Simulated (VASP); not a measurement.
Input of a VASP 6.6.1 run:

The input INCAR:

```
ALGO = Normal
EDIFF = 1E-6
EDIFFG = -0.01
ENCUT = 600
GGA = PS
IBRION = 2
ISIF = 3
ISMEAR = -1
LASPH = True
LCHARG = False
LREAL = False
LWAVE = False
NELM = 60
NSW = 60
PREC = Accurate
PSTRESS = 100.0
SIGMA = 0.05
```

Contents of KPOINTS:

```
k-points
0
Gamma
  10 10 5
```

The input POSCAR:

```
CuO
1.0
    2.3446500000     -1.7134000000      0.0000000000
    2.3446500000      1.7134000000      0.0000000000
   -0.8605543552      0.0000000000      5.0594363927
Cu O
2 2
Direct
    0.4968000000      0.0032000000      0.5000000000
    0.0032000000      0.4968000000      0.0000000000
    0.4056000000      0.5714000000      0.7537000000
    0.5714000000      0.4056000000      0.2537000000
```

Potentials or basis: VASP PAW PBE potentials, release 64 (Cu, O).

Command:

```console
$ cat potpaw_PBE.64/Cu/POTCAR potpaw_PBE.64/O/POTCAR > POTCAR
$ mpirun -np 1 vasp_std > vasp.out
```

(1) What does it give for the band gap on the k mesh?

(2) Predict the relaxed volume.

## Answers

(1) zero (bands 17 and 18 overlap by 0.59 eV).

(2) 9.50 Å³/atom.

Caveat: the cell is relaxed towards a set pressure, so the run minimises the enthalpy, not the energy; the PAW data sets were made with another functional, which shifts forces and pressure a little; semilocal functionals often make such compounds metallic where correlation or magnetic order opens a gap, which also shifts bond lengths.
